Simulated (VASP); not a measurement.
MgCdS2, 4 atoms in the cell. Symmetry: P4/mmm, No. 123, tetragonal system. The conventional cell has a = 3.808 Å, b = 3.808 Å, c = 5.386 Å, α = 90.00°, β = 90.00°, γ = 90.00°. Mg (site symmetry 4/mmm) has 6 S at 2.69 Å within 3.6 Å. Within 3.6 Å of Cd (site symmetry 4/mmm) lie 6 S at 2.69 Å. S (site symmetry 4/mmm) has 4 Mg at 2.69 Å and 2 Cd at 2.69 Å within 3.6 Å. Within 3.6 Å of S (site symmetry 4/mmm) lie 4 Cd at 2.69 Å and 2 Mg at 2.69 Å. 

| Quantity | Value |
| --- | --- |
| Program | VASP 6.6.1 |
| Task | single point |
| Functional | PBEsol |
| Potentials or basis | VASP PAW PBE potentials, release 64 (Mg, Cd, S) |
| Cutoff | 520 eV |
| k mesh | 6 × 6 × 4 |
| Occupations | fermi-dirac, width 0.05 eV |
| Spin | no spin polarisation |
| Dipole correction | no |
| Further INCAR settings | ALGO = Normal; EDIFF = 1e-07; NBANDS = 21 |

Potentials or basis: VASP PAW PBE potentials, release 64 (Mg, Cd, S).

Launch:

```bash
$ cat potpaw_PBE.64/Mg/POTCAR potpaw_PBE.64/Cd/POTCAR potpaw_PBE.64/S/POTCAR > POTCAR
$ mpirun -np 1 vasp_std > vasp.out
```

Hardware: 1 thread of Intel(R) Xeon(R) 6975P-C (Granite Rapids), on a shared host.

Problem. How long does it take, and how much memory?

Solution. It took 17 s on 1 thread of Intel(R) Xeon(R) 6975P-C (Granite Rapids) (shared host), peak memory 0.21 GiB. Counts: scf iterations 14, k points 30.
